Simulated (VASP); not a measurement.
Write the native input for VASP 6.6.1 that does the following.

```
Task                               : single point
Functional                         : HSE06
Potentials or basis                : VASP PAW PBE potentials, release 64 (K_sv, Cl)
Cutoff                             : 520 eV
k mesh                             : 4 × 4 × 4
Occupations                        : gaussian, width 0.01 eV
Spin                               : no spin polarisation
Dipole correction                  : no
Grid for exact exchange (PRECFOCK) : Normal
Further INCAR settings             : ALGO = Normal; EDIFF = 1e-06; NBANDS = 15
Screening parameter                : 0.2079 1/Å
```

KCl (Sylvite):

```
K Cl
1.0
     0.00000    3.14485    3.14485
     3.14485    0.00000    3.14485
     3.14485    3.14485    0.00000
K Cl
1 1
Direct
  0.00000 0.00000 0.00000
  0.50000 0.50000 0.50000
```

These files were run (other wordings do the same):

POSCAR

```
KCl
1.0
    0.0000000000      3.1448471141      3.1448471141
    3.1448471141      0.0000000000      3.1448471141
    3.1448471141      3.1448471141      0.0000000000
K Cl
1 1
Direct
    0.0000000000      0.0000000000      0.0000000000
    0.5000000000      0.5000000000      0.5000000000
```

INCAR.step1

```
ALGO     = Normal         # electronic algorithm
EDIFF    = 1E-5           # SCF threshold, eV
ENCUT    = 520            # plane-wave cutoff, eV
GGA      = PE             # functional
ISIF     = 2              # what is computed and relaxed
ISMEAR   = 0              # smearing method
LASPH    = True           # aspherical terms in the spheres
LCHARG   = False          # write CHGCAR
LREAL    = False          # projectors in reciprocal space
LWAVE    = True           # write WAVECAR
NBANDS   = 15             # bands
NELM     = 80             # most SCF steps
PREC     = Accurate       # precision mode
SIGMA    = 0.01           # smearing width, eV
```

INCAR.step2

```
ALGO     = Normal         # electronic algorithm
EDIFF    = 1E-6           # SCF threshold, eV
ENCUT    = 520            # plane-wave cutoff, eV
GGA      = PE             # functional
HFSCREEN = 0.2079         # screening, 1/A
ISIF     = 2              # what is computed and relaxed
ISMEAR   = 0              # smearing method
ISTART   = 1            
LASPH    = True           # aspherical terms in the spheres
LCHARG   = False          # write CHGCAR
LHFCALC  = True           # exact exchange
LREAL    = False          # projectors in reciprocal space
LWAVE    = False          # write WAVECAR
NBANDS   = 15             # bands
NELM     = 80             # most SCF steps
PREC     = Accurate       # precision mode
PRECFOCK = Normal       
SIGMA    = 0.01           # smearing width, eV
```

KPOINTS

```
k-points
0
Gamma
  4 4 4
```

Potentials or basis: VASP PAW PBE potentials, release 64 (K_sv, Cl).

Command:

```bash
$ cat potpaw_PBE.64/K_sv/POTCAR potpaw_PBE.64/Cl/POTCAR > POTCAR
$ cp INCAR.step1 INCAR
$ mpirun -np 1 vasp_std > vasp.out
$ cp INCAR.step2 INCAR
$ mpirun -np 1 vasp_std > vasp.out
```

Results of the run:

```json
{
  "Pressure": "0.5 GPa",
  "Band gap on the k mesh": "6.50 eV, direct"
}
```

Caveat: the k points lie up to 0.43 Å⁻¹ apart; the PAW data sets were made with another functional, which shifts forces and pressure a little.

Wall time 13 min on 1 thread of AMD EPYC 7R13 (shared host), peak memory 0.28 GiB.
